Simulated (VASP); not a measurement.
Crystal: Cu3Pt.

```xyz
4
Lattice="3.7100 0.0000 0.0000 0.0000 3.7100 0.0000 0.0000 0.0000 3.7100" Properties=species:S:1:pos:R:3 pbc="T T T"
Cu    0.0000    1.8550    1.8550
Cu    1.8550    0.0000    1.8550
Cu    1.8550    1.8550    0.0000
Pt    0.0000    0.0000    0.0000
```

| Item | Value |
| --- | --- |
| Program | VASP 6.6.1 |
| Task | relaxation of cell and atoms |
| Functional | LDA |
| Potentials or basis | VASP PAW LDA potentials, release 64 (Cu, Pt) |
| Cutoff | 600 eV |
| k mesh | 6 × 6 × 6 |
| Occupations | fermi-dirac, width 0.1 eV |
| Spin | no spin polarisation |

At the start: pressure -11.5 GPa; volume 12.77 Å³/atom.

Q: How do energy, volume and symmetry change on relaxing?

A: Over 6 steps the energy falls by 30.2 meV/atom and the volume is 11.99 Å³/atom (-6.1 %); space group Pm-3m (No. 221, to 0.05 Å).

The path:
```
step  energy change (eV)  largest force (eV/Å)  pressure (GPa)  volume (Å³)
   1              0.0000                0.0000          -11.55        51.06
   2              0.0660                0.0000           19.03        44.56
   3             -0.1206                0.0000           -0.21        47.99
   4             -0.1206                0.0000            0.12        47.93
   5             -0.1206                0.0000           -0.26        47.99
   6             -0.1206                0.0000            0.05        47.95
```

Final structure:
```yaml
crystal:
  lattice:
    - [3.63290, 0.00000, 0.00000]
    - [0.00000, 3.63290, 0.00000]
    - [0.00000, 0.00000, 3.63290]
  atoms:
    - { symbol: Cu, position: [0.00000, 0.50000, 0.50000] }
    - { symbol: Cu, position: [0.50000, 0.00000, 0.50000] }
    - { symbol: Cu, position: [0.50000, 0.50000, 0.00000] }
    - { symbol: Pt, position: [0.00000, 0.00000, 0.00000] }
```
